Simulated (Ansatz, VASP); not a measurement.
**One calculation of Mo4C, two programs**

The input INCAR:

```
ALGO = Normal ; DIPOL = 0.5 0.5 0.345
EDIFF = 1E-6 ; ENCUT = 520
GGA = CA ; IDIPOL = 3
ISIF = 2 ; ISMEAR = 0
LASPH = True ; LCHARG = True
LDIPOL = True ; LELF = True
LREAL = False ; LVACPOTAV = True
LVHAR = True ; LWAVE = False
NBANDS = 38 ; NELM = 100
PREC = Accurate ; SIGMA = 0.1
```

Contents of KPOINTS:

```
k-points
0
Gamma
  9 9 1
```

POSCAR

```
Mo4C
1.0
    3.1111816891      0.0000000000      0.0000000000
    0.0000000000      3.1111816891      0.0000000000
    0.0000000000      0.0000000000     21.5098172784
Mo C
4 1
Direct
    0.5000000000      0.5000000000      0.1859615983
    0.0000000000      0.0000000000      0.2582816382
    0.5000000000      0.5000000000      0.3325055024
    0.0000000000      0.0000000000      0.3956248056
    0.1250000000      0.1250000000      0.5513676441
```

Input for Ansatz:

```yaml
crystal:
  lattice:
    - [3.1111816891, 0.0, 0.0]
    - [0.0, 3.1111816891, 0.0]
    - [0.0, 0.0, 21.5098172784]
  atoms:
    - { symbol: Mo, position: [0.5, 0.5, 0.1859615983] }
    - { symbol: Mo, position: [0.0, 0.0, 0.2582816382] }
    - { symbol: Mo, position: [0.5, 0.5, 0.3325055024] }
    - { symbol: Mo, position: [0.0, 0.0, 0.3956248056] }
    - { symbol: C, position: [0.125, 0.125, 0.5513676441] }
basis:
  ecutwfc: 420
kpoints:
  mp_grid: { grid: [9, 9, 1] }
hamiltonian:
  xc: lda
scf:
  occupations: { method: gaussian, width: 0.1 }
output:
  forces: true
  eigenvalues: true
efield:
  axis: 3
  dipole_correction: true
  ramp_width: 0.04
```

Alike in both runs: task single point; functional LDA; k mesh 9 × 9 × 1; occupations gaussian, width 0.1 eV; no spin polarisation.

|  | VASP | Ansatz |
| --- | --- | --- |
| version | VASP 6.6.1 | Ansatz 0.2.0 |
| potentials or method | VASP PAW LDA potentials, release 64 (Mo_sv, C), cutoff 520 eV | scalar-relativistic, plane waves, PAW |
| valence electrons in the cell | 60 | 60 |

|  | VASP | Ansatz | Ansatz less VASP |
| --- | --- | --- | --- |
| gap on the k mesh at the Fermi level (eV) | none | none | - |
| rms of the force components (eV/Å) | 0.794 | 0.790 | -0.0033 |
| work function, face that differs most (eV) | 6.43 | 6.43 | -0.002 |

LDA's correlation is that of Perdew and Zunger in VASP and of Perdew and Wang (1992) in Ansatz. Atom by atom the forces differ by 0.030 eV/Å (rms over components). A gap of «none» marks a metal or a gap that the smearing closes.
